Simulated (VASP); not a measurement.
# Ti3Al (Fm-3m) in VASP: notebook

Aim: see how the results for Ti3Al move with the level of theory and the settings. Levels: PBE, r2SCAN. Tasks: single point.

All numbers are computed with VASP 6.6.1; they aren't measurements. Logs are shortened: lines on timing, memory, paths and dates and some standing lists are left out, and cuts for length are marked.

## 1. The cell of the first run

It takes space group Fm-3m (No. 225, cubic). Conventional cell: a = 6.464 Å, b = 6.464 Å, c = 6.464 Å, α = 90.00°, β = 90.00°, γ = 90.00°. Within 3.7 Å of Ti (site symmetry -43m) lie 10 Ti at 2.80 to 3.23 Å and 4 Al at 2.80 Å. Within 3.7 Å of Ti (site symmetry m-3m) lie 8 Ti at 2.80 Å and 6 Al at 3.23 Å. Within 3.7 Å of Al (site symmetry m-3m) lie 14 Ti at 2.80 to 3.23 Å.

## 2. Single point, PBE, collinear spin, ferromagnetic start

File INCAR:

```
  ALGO = Normal
  EDIFF = 1E-6
  ENCUT = 520
  GGA = PE
  ISIF = 2
  ISMEAR = 0
  ISPIN = 2
  LASPH = T
  LCHARG = F
  LMAXMIX = 4
  LORBIT = 11
  LREAL = F
  LWAVE = F
  MAGMOM = 1 1 1 0
  NBANDS = 32
  NELM = 150
  PREC = Accurate
  SIGMA = 0.05
```

File KPOINTS:

```
k-points
0
Gamma
  10 10 10
```

File POSCAR:

```
Ti3Al
1.0
    0.0000000000      3.2317810000      3.2317810000
    3.2317810000      0.0000000000      3.2317810000
    3.2317810000      3.2317810000      0.0000000000
Ti Al
3 1
Direct
    0.7500000000      0.7500000000      0.7500000000
    0.2500000000      0.2500000000      0.2500000000
    0.0000000000      0.0000000000      0.0000000000
    0.5000000000      0.5000000000      0.5000000000
```

Potentials or basis: VASP PAW PBE potentials, release 64 (Ti_sv, Al).

Run with:

```
$ cat potpaw_PBE.64/Ti_sv/POTCAR potpaw_PBE.64/Al/POTCAR > POTCAR
$ mpirun -np 1 vasp_std > vasp.out
```

OUTCAR:

```text
EDIFF = 1E-6
   ENCUT = 520
   GGA = PE
   ISIF = 2
   ISMEAR = 0
   ISPIN = 2
   LASPH = T
   LORBIT = 11
   LREAL = F
   NELM = 150
   PREC = Accurate

 ion  position               nearest neighbor table
   1  0.750  0.750  0.750-   4 2.80   4 2.80   4 2.80   3 2.80   4 2.80   3 2.80   3 2.80   3 2.80

   2  0.250  0.250  0.250-   3 2.80   3 2.80   3 2.80   3 2.80   4 2.80   4 2.80   4 2.80   4 2.80

   3  0.000  0.000  0.000-   1 2.80   1 2.80   1 2.80   1 2.80   2 2.80   2 2.80   2 2.80   2 2.80

   4  0.500  0.500  0.500-   2 2.80   2 2.80   2 2.80   1 2.80   2 2.80   1 2.80   1 2.80   1 2.80

  LATTYP: Found a face centered cubic cell.
 ALAT       =     6.4635620000

  Lattice vectors:

 A1 = (   0.0000000000,   3.2317810000,   3.2317810000)
 A2 = (   3.2317810000,   0.0000000000,   3.2317810000)
 A3 = (   3.2317810000,   3.2317810000,   0.0000000000)

Analysis of symmetry for initial positions (statically):
=====================================================================
 Subroutine PRICEL returns:
 Original cell was already a primitive cell.

 Routine SETGRP: Setting up the symmetry group for a
 face centered cubic supercell.

 Subroutine GETGRP returns: Found 48 space group operations
 (whereof 48 operations were pure point group operations)
 out of a pool of 48 trial point group operations.

The static configuration has the point symmetry O_h .

Analysis of symmetry for dynamics (positions and initial velocities):
=====================================================================
 Subroutine PRICEL returns:
 Original cell was already a primitive cell.

 Routine SETGRP: Setting up the symmetry group for a
 face centered cubic supercell.

 Subroutine GETGRP returns: Found 48 space group operations
 (whereof 48 operations were pure point group operations)
 out of a pool of 48 trial point group operations.

The dynamic configuration has the point symmetry O_h .

Analysis of structural, dynamic, and magnetic symmetry:
=====================================================================
 Subroutine PRICEL returns:
 Original cell was already a primitive cell.

 Routine SETGRP: Setting up the symmetry group for a
 face centered cubic supercell.

 Subroutine GETGRP returns: Found 48 space group operations
 (whereof 48 operations were pure point group operations)
 out of a pool of 48 trial point group operations.

The overall configuration has the point symmetry O_h .

 Subroutine INISYM returns: Found 48 space group operations
[... 129 lines left out ...]
   IVDW    =     0    specifies the selected vdW correction
   LEPSILON=     F    determine dielectric tensor
   LRPA    =     F    only Hartree local field effects (RPA)
 spin polarized calculation
 Gauss-broadening in eV      SIGMA  =   0.05
  energy-cutoff  :      520.00
  volume of cell :       67.51
 maximum number of plane-waves:      1849
 NGX is ok and might be reduce to    36
   NGX = 17   NGY = 17   NGZ = 17

 number of electron      39.0000007 magnetization       1.9148568

 Free energy of the ion-electron system (eV)
  ---------------------------------------------------
  ext. energy  EPLUGINS =         0.00000000
  ---------------------------------------------------
  free energy    TOTEN  =       -27.89505548 eV

  energy without entropy =      -27.88980558  energy(sigma->0) =      -27.89243053

 E-fermi :   8.0798     XC(G=0): -11.2401

 val. band max:        8.0792583889   @ k =   0.5000   0.4000   0.1000
 cond. band min:       8.0982198114   @ k =   0.5000   0.2000   0.1000
 fundamental gap:      0.0189614226
 Fermi energy:         8.0797610764

 spin component 1

 k-point     1 :       0.0000    0.0000    0.0000
  band No.  band energies     occupation
      1     -48.6888      1.00000
      2     -48.5829      1.00000
      3     -48.5057      1.00000
      4     -25.0230      1.00000
      5     -25.0230      1.00000
      6     -25.0230      1.00000
[... 805 lines left out ...]
     30      11.5145      0.00000
     31      11.6538      0.00000

 [... further k-points ...]

 spin component 2

 k-point     1 :       0.0000    0.0000    0.0000
  band No.  band energies     occupation
      1     -48.4377      1.00000
      2     -48.3938      1.00000
      3     -47.6614      1.00000
      4     -24.7299      1.00000
      5     -24.7299      1.00000
      6     -24.7299      1.00000
[... 805 lines left out ...]
     30      12.0937      0.00000
     31      12.2158      0.00000

 [... further k-points ...]

 [bands above 31 left out]

------------------------ aborting loop because EDIFF is reached ----------------------------------------

  FORCE on cell =-STRESS in cart. coord.  units (eV):
  Direction    XX          YY          ZZ          XY          YZ          ZX
  --------------------------------------------------------------------------------------
  -------------------------------------------------------------------------------------
  Total       -0.1346010     -0.1346010     -0.1346010     -0.0000000     -0.0000000      0.0000000
  in kB       -3.1945009     -3.1945009     -3.1945009     -0.0000000     -0.0000000      0.0000000
  external PRESSURE =      -3.1945009 kB  Pullay stress =       0.0000000 kB

 VOLUME and BASIS-vectors are now :
 -----------------------------------------------------------------------------
  energy-cutoff  :      520.00
  volume of cell :       67.51
      direct lattice vectors                 reciprocal lattice vectors
     0.000000000  3.231781000  3.231781000    -0.154713454  0.154713454  0.154713454
     3.231781000  0.000000000  3.231781000     0.154713454 -0.154713454  0.154713454
     3.231781000  3.231781000  0.000000000     0.154713454  0.154713454 -0.154713454

 POSITION                                       TOTAL-FORCE (eV/Angst)
 -----------------------------------------------------------------------------------
      4.84767      4.84767      4.84767         0.000000     -0.000000      0.000000
      1.61589      1.61589      1.61589         0.000000      0.000000     -0.000000
      0.00000      0.00000      0.00000        -0.000000      0.000000     -0.000000
      3.23178      3.23178      3.23178        -0.000000      0.000000     -0.000000
 -----------------------------------------------------------------------------------
    total drift:                                0.000000      0.000000      0.000000

  FREE ENERGIE OF THE ION-ELECTRON SYSTEM (eV)
  ---------------------------------------------------
  free  energy   TOTEN  =       -27.8950554752 eV

  energy  without entropy=      -27.8898055815  energy(sigma->0) =      -27.89243053

 total charge

# of ion       s       p       d       tot
------------------------------------------
    1        2.211   6.126   1.901  10.238
    2        2.211   6.126   1.901  10.238
    3        2.248   6.095   1.972  10.316
    4        0.406   0.416   0.000   0.822
--------------------------------------------------
tot          7.076  18.763   5.775  31.613

 magnetization (x)

# of ion       s       p       d       tot
------------------------------------------
    1        0.003   0.030   0.189   0.222
    2        0.003   0.030   0.189   0.222
    3        0.014   0.030   0.975   1.019
    4       -0.007  -0.014   0.000  -0.020
--------------------------------------------------
tot          0.013   0.076   1.352   1.442
```

It took 4 min on 1 thread of Intel Xeon Platinum 8259CL at 2.50GHz (Skylake/Cascade Lake), shared host; peak memory 0.33 GiB.

Results:

* Free energy: -27.8951 eV
* Pressure: -0.3 GPa
* Net moment: 1.91 μB per cell
* Site moments: Ti +0.22, +1.02; Al -0.02 μB
* Valence electrons inside the program's atomic spheres: Ti 10.24, 10.32; Al 0.82

Levels at points of the mesh, in eV from the Fermi level:
Spin up:
```tsv
k point	band 17	band 18	band 19	band 20	band 21	band 22	band 23	band 24	band 25	band 26
(0.00, 0.00, 0.00)	-1.71	-1.71	-0.37	-0.37	-0.37	2.12	2.12	2.12	2.80	2.80
(0.50, 0.00, 0.00)	-0.69	-0.61	-0.61	-0.19	-0.19	0.62	0.89	0.89	2.53	2.53
(0.50, 0.50, 0.00)	-0.67	-0.67	-0.43	-0.43	-0.15	0.98	0.98	0.99	2.10	2.36
```
Spin down:
```csv
k point,band 15,band 16,band 17,band 18,band 19,band 20,band 21,band 22,band 23,band 24
"(0.00, 0.00, 0.00)",-1.56,-1.56,-1.50,-1.50,0.56,0.56,0.56,2.36,2.36,2.36
"(0.50, 0.00, 0.00)",-1.75,-1.75,0.05,0.08,0.08,0.10,0.10,0.96,1.13,1.13
"(0.50, 0.50, 0.00)",-1.66,-1.66,-0.57,-0.57,-0.07,0.34,0.34,1.43,1.43,1.47
```

## 3. Single point, PBE, collinear spin, ferrimagnetic start

File INCAR:

```
SYSTEM = Ti3Al
PREC = Accurate
ENCUT = 520
EDIFF = 1E-7
ISMEAR = 0
SIGMA = 0.05
LREAL = .False.
LASPH = .True.
NELM = 150
ALGO = Normal
ISIF = 2
LWAVE = .False.
LCHARG = .False.
ISPIN = 2
MAGMOM = 0.23 0.23 1.03 -0.03
LORBIT = 11
LMAXMIX = 4
GGA = PE
NBANDS = 32
```

File KPOINTS:

```
Automatic mesh
0
Gamma
  10 10 10
  0 0 0
```

POSCAR is that of step 2.

Potentials or basis: VASP PAW PBE potentials, release 64 (Ti_sv, Al).

Run with:

```
$ cat potpaw_PBE.64/Ti_sv/POTCAR potpaw_PBE.64/Al/POTCAR > POTCAR
$ mpirun -np 1 vasp_std > vasp.out
```

OUTCAR:

```text
SYSTEM = Ti3Al
   PREC = Accurate
   ENCUT = 520
   EDIFF = 1E-7
   ISMEAR = 0
   LREAL = .False.
   LASPH = .True.
   NELM = 150
   ISIF = 2
   ISPIN = 2
   LORBIT = 11
   GGA = PE

 ion  position               nearest neighbor table
   1  0.750  0.750  0.750-   4 2.80   4 2.80   4 2.80   3 2.80   4 2.80   3 2.80   3 2.80   3 2.80

   2  0.250  0.250  0.250-   3 2.80   3 2.80   3 2.80   3 2.80   4 2.80   4 2.80   4 2.80   4 2.80

   3  0.000  0.000  0.000-   1 2.80   1 2.80   1 2.80   1 2.80   2 2.80   2 2.80   2 2.80   2 2.80

   4  0.500  0.500  0.500-   2 2.80   2 2.80   2 2.80   1 2.80   2 2.80   1 2.80   1 2.80   1 2.80

  LATTYP: Found a face centered cubic cell.
 ALAT       =     6.4635620000

  Lattice vectors:

 A1 = (   0.0000000000,   3.2317810000,   3.2317810000)
 A2 = (   3.2317810000,   0.0000000000,   3.2317810000)
 A3 = (   3.2317810000,   3.2317810000,   0.0000000000)

Analysis of symmetry for initial positions (statically):
[... 1844 lines left out ...]
  Direction    XX          YY          ZZ          XY          YZ          ZX
  --------------------------------------------------------------------------------------
  -------------------------------------------------------------------------------------
  Total       -0.1338122     -0.1338122     -0.1338122      0.0000000      0.0000000      0.0000000
  in kB       -3.1757819     -3.1757819     -3.1757819      0.0000000      0.0000000      0.0000000
  external PRESSURE =      -3.1757819 kB  Pullay stress =       0.0000000 kB

 VOLUME and BASIS-vectors are now :
 -----------------------------------------------------------------------------
  energy-cutoff  :      520.00
  volume of cell :       67.51
      direct lattice vectors                 reciprocal lattice vectors
     0.000000000  3.231781000  3.231781000    -0.154713454  0.154713454  0.154713454
     3.231781000  0.000000000  3.231781000     0.154713454 -0.154713454  0.154713454
     3.231781000  3.231781000  0.000000000     0.154713454  0.154713454 -0.154713454

 POSITION                                       TOTAL-FORCE (eV/Angst)
 -----------------------------------------------------------------------------------
      4.84767      4.84767      4.84767         0.000000      0.000000      0.000000
      1.61589      1.61589      1.61589        -0.000000     -0.000000     -0.000000
      0.00000      0.00000      0.00000        -0.000000      0.000000      0.000000
      3.23178      3.23178      3.23178        -0.000000      0.000000      0.000000
 -----------------------------------------------------------------------------------
    total drift:                                0.000000      0.000000      0.000000

  FREE ENERGIE OF THE ION-ELECTRON SYSTEM (eV)
  ---------------------------------------------------
  free  energy   TOTEN  =       -27.8950555538 eV

  energy  without entropy=      -27.8898059435  energy(sigma->0) =      -27.89243075

 total charge

# of ion       s       p       d       tot
------------------------------------------
    1        2.211   6.126   1.901  10.238
    2        2.211   6.126   1.901  10.238
    3        2.248   6.095   1.972  10.316
    4        0.406   0.416   0.000   0.822
--------------------------------------------------
tot          7.076  18.763   5.774  31.613

 magnetization (x)

# of ion       s       p       d       tot
------------------------------------------
    1        0.003   0.030   0.189   0.222
    2        0.003   0.030   0.189   0.222
    3        0.014   0.030   0.975   1.019
    4       -0.007  -0.014   0.000  -0.020
--------------------------------------------------
tot          0.013   0.076   1.352   1.442
```

stdout:

```text
POSCAR found type information on POSCAR TiAl
 POSCAR found :  2 types and       4 ions
 scaLAPACK will be used
 LDA part: xc-table for (Slater+PW92), standard interpolation
 POSCAR, INCAR and KPOINTS ok, starting setup
 FFT: planning ... GRIDC
 FFT: planning ... GRID_SOFT
 FFT: planning ... GRID
 WAVECAR not read
 entering main loop
```

Wall time 4.2 min (1 thread of Intel Xeon Platinum 8259CL at 2.50GHz (Skylake/Cascade Lake), shared host); peak memory 0.33 GiB.

What came out:

| Item | Value |
| --- | --- |
| Free energy | -27.8951 eV |
| Pressure | -0.3 GPa |
| Net moment | 1.91 μB per cell |
| Site moments | Ti +0.22, +1.02; Al -0.02 μB |
| Valence electrons inside the program's atomic spheres | Ti 10.24, 10.32; Al 0.82 |

## 4. Single point, PBE, collinear spin, ferrimagnetic start

This run uses another cell than the first one, of 20.25 Å³/atom, 1.200 times its volume.

File INCAR:

```
ALGO = Normal ; EDIFF = 1E-6
ENCUT = 520 ; GGA = PE
ISIF = 2 ; ISMEAR = 0
ISPIN = 2 ; LASPH = T
LCHARG = F ; LMAXMIX = 4
LORBIT = 11 ; LREAL = F
LWAVE = F ; MAGMOM = 0.23 0.23 1.03 -0.03
NBANDS = 32 ; NELM = 150
PREC = Accurate ; SIGMA = 0.05
```

File KPOINTS:

```
k-points
0
Gamma
  10 10 10
```

File POSCAR:

```
Ti3Al
1.0
    0.0000000000      3.4342797734      3.4342797734
    3.4342797734      0.0000000000      3.4342797734
    3.4342797734      3.4342797734      0.0000000000
Ti Al
3 1
Direct
    0.7500000000      0.7500000000      0.7500000000
    0.2500000000      0.2500000000      0.2500000000
    0.0000000000      0.0000000000      0.0000000000
    0.5000000000      0.5000000000      0.5000000000
```

Run with:

```
$ cat potpaw_PBE.64/Ti_sv/POTCAR potpaw_PBE.64/Al/POTCAR > POTCAR
$ mpirun -np 1 vasp_std > vasp.out
```

Wall time 4.4 min (1 thread of Intel Xeon Platinum 8259CL at 2.50GHz (Skylake/Cascade Lake), shared host); peak memory 0.35 GiB.

The run converged. Its results:

* Free energy: -27.2057 eV
* Pressure: -14.0 GPa
* Net moment: 2.54 μB per cell
* Site moments: Ti +0.34, +1.18; Al -0.03 μB
* Valence electrons inside the program's atomic spheres: Ti 10.07, 10.15; Al 0.75

Levels at points of the mesh, in eV from the Fermi level:
Spin up:
```tsv
k point	band 18	band 19	band 20	band 21	band 22	band 23	band 24	band 25
(0.00, 0.00, 0.00)	-1.37	-0.52	-0.52	-0.52	1.56	1.56	1.56	2.14
(0.50, 0.00, 0.00)	-0.64	-0.64	-0.32	-0.32	0.28	0.63	0.63	1.87
(0.50, 0.50, 0.00)	-0.80	-0.49	-0.49	-0.15	0.58	0.58	0.83	1.51
```
Spin down:
| k point | band 14 | band 15 | band 16 | band 17 | band 18 | band 19 | band 20 | band 21 | band 22 | band 23 |
| --- | --- | --- | --- | --- | --- | --- | --- | --- | --- | --- |
| (0.00, 0.00, 0.00) | -1.30 | -1.30 | -1.30 | -1.08 | -1.08 | 0.58 | 0.58 | 0.58 | 1.93 | 1.93 |
| (0.50, 0.00, 0.00) | -3.65 | -1.44 | -1.44 | 0.07 | 0.07 | 0.12 | 0.21 | 0.21 | 0.72 | 0.97 |
| (0.50, 0.50, 0.00) | -3.31 | -1.52 | -1.36 | -0.67 | -0.67 | 0.02 | 0.42 | 0.42 | 1.15 | 1.15 |

## 5. Single point, r2SCAN, collinear spin, ferrimagnetic start

File POSCAR:

```
Ti3Al
1.0
    0.0000000000      3.2317810000      3.2317810000
    3.2317810000      0.0000000000      3.2317810000
    3.2317810000      3.2317810000      0.0000000000
Ti Al
3 1
Direct
    0.7500000000      0.7500000000      0.7500000000
    0.2500000000      0.2500000000      0.2500000000
    0.0000000000      0.0000000000      0.0000000000
    0.5000000000      0.5000000000      0.5000000000
```

File INCAR.step1:

```
ALGO = Normal
EDIFF = 1E-4
ENCUT = 520
GGA = PE
ISMEAR = 0
ISPIN = 2
LASPH = T
LCHARG = F
LMAXMIX = 4
LREAL = F
LWAVE = T
MAGMOM = 0.23 0.23 1.03 -0.03
NBANDS = 32
NELM = 150
PREC = Accurate
SIGMA = 0.05
```

File INCAR.step2:

```
ALGO = Normal
EDIFF = 1E-7
ENCUT = 520
ISIF = 2
ISMEAR = 0
ISPIN = 2
ISTART = 1
LASPH = T
LCHARG = T
LELF = T
LMAXMIX = 4
LMIXTAU = T
LORBIT = 11
LREAL = F
LVHAR = T
LWAVE = F
MAGMOM = 0.23 0.23 1.03 -0.03
METAGGA = R2SCAN
NBANDS = 32
NELM = 150
PREC = Accurate
SIGMA = 0.05
```

KPOINTS is that of step 4.

Run with:

```
$ cat potpaw_PBE.64/Ti_sv/POTCAR potpaw_PBE.64/Al/POTCAR > POTCAR
$ cp INCAR.step1 INCAR
$ mpirun -np 1 vasp_std > vasp.out
$ cp INCAR.step2 INCAR
$ mpirun -np 1 vasp_std > vasp.out
```

Run time: 6.9 min. Hardware: 1 thread of Intel Xeon 6975P-C (Granite Rapids), shared host; peak memory 0.35 GiB.

Results (log left out):

```
Free energy                                           : -46.5401 eV
Pressure                                              : 0.1 GPa
Net moment                                            : 2.42 μB per cell
Site moments                                          : Ti +0.26, +1.34; Al -0.04 μB
Valence electrons inside the program's atomic spheres : Ti 10.20, 10.30; Al 0.84
```

Levels at points of the mesh, in eV from the Fermi level:
Spin up:
| k point | band 18 | band 19 | band 20 | band 21 | band 22 | band 23 | band 24 | band 25 |
| --- | --- | --- | --- | --- | --- | --- | --- | --- |
| (0.00, 0.00, 0.00) | -1.76 | -0.72 | -0.72 | -0.72 | 2.21 | 2.21 | 2.21 | 3.14 |
| (0.50, 0.00, 0.00) | -0.87 | -0.87 | -0.33 | -0.33 | 0.57 | 0.95 | 0.95 | 2.62 |
| (0.50, 0.50, 0.00) | -0.84 | -0.68 | -0.68 | -0.08 | 0.89 | 0.89 | 1.19 | 2.17 |
Spin down:
```tsv
k point	band 14	band 15	band 16	band 17	band 18	band 19	band 20	band 21	band 22	band 23
(0.00, 0.00, 0.00)	-1.61	-1.61	-1.57	-1.57	-1.57	1.00	1.00	1.00	2.64	2.64
(0.50, 0.00, 0.00)	-4.06	-1.88	-1.88	0.06	0.06	0.42	0.42	0.48	1.20	1.36
(0.50, 0.50, 0.00)	-3.85	-1.64	-1.45	-0.75	-0.75	-0.17	0.78	0.78	1.77	1.77
```

Caveat: the PAW data sets were made with another functional, which shifts forces and pressure a little.

## 6. Overview

| level | spin | cell | gap on the mesh (eV) | pressure (GPa) | moment (μB) |
| --- | --- | --- | --- | --- | --- |
| PBE | collinear, ferromagnetic start | a = 4.570 Å, angles 60.0°, 4 atoms | none | -0.3 | 1.91 |
| PBE | collinear, ferrimagnetic start | a = 4.570 Å, angles 60.0°, 4 atoms | none | -0.3 | 1.91 |
| PBE | collinear, ferrimagnetic start | a = 4.857 Å, angles 60.0°, 4 atoms | none | -14.0 | 2.54 |
| r2SCAN | collinear, ferrimagnetic start | a = 4.570 Å, angles 60.0°, 4 atoms | none | 0.1 | 2.42 |

Alike in all rows: task single point; potentials or basis VASP PAW PBE potentials, release 64 (Ti_sv, Al); k mesh 10 × 10 × 10; cutoff (eV) 520; smearing gaussian 0.05 eV.

Every run on the cell as given and a fine mesh finds a metal. The pressure there spans -0.3 GPa (PBE) to 0.1 GPa (r2SCAN); a positive pressure means that this level wants a larger cell, a negative one a smaller.

Caveats: the PAW data sets were made with another functional, which shifts forces and pressure a little (some runs).

Absolute energies hang on the potentials; compare differences alone.
